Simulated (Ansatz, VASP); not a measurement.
# Se in VASP and in Ansatz

```
Se
1.0
    -1.73906    1.73906    1.73906
     1.73906   -1.73906    1.73906
     1.73906    1.73906   -1.73906
Se
1
Direct
  0.00000 0.00000 0.00000
```

Alike in both runs: task single point; functional r2SCAN; k mesh 18 × 18 × 18; occupations gaussian, width 0.05 eV; no spin polarisation.

|  | VASP | Ansatz |
| --- | --- | --- |
| version | VASP 6.6.1 | Ansatz 0.2.0 |
| potentials or method | VASP PAW PBE potentials, release 64 (Se), cutoff 520 eV | scalar-relativistic, plane waves, PAW |
| valence electrons in the cell | 6 | 16 |

|  | VASP | Ansatz | Ansatz less VASP |
| --- | --- | --- | --- |
| gap on the k mesh at the Fermi level (eV) | none | none | - |
| pressure (GPa) | -2.7 | -2.6 | +0.08 |

VASP's potentials were made for PBE, not for r2SCAN. A gap of «none» marks a metal or a gap that the smearing closes. With one functional, cell and mesh, what is left measures potentials, basis and numerics. VASP's potentials hold 6 valence electrons a cell and Ansatz's 16, so a difference there can come from the potentials and not from the codes.
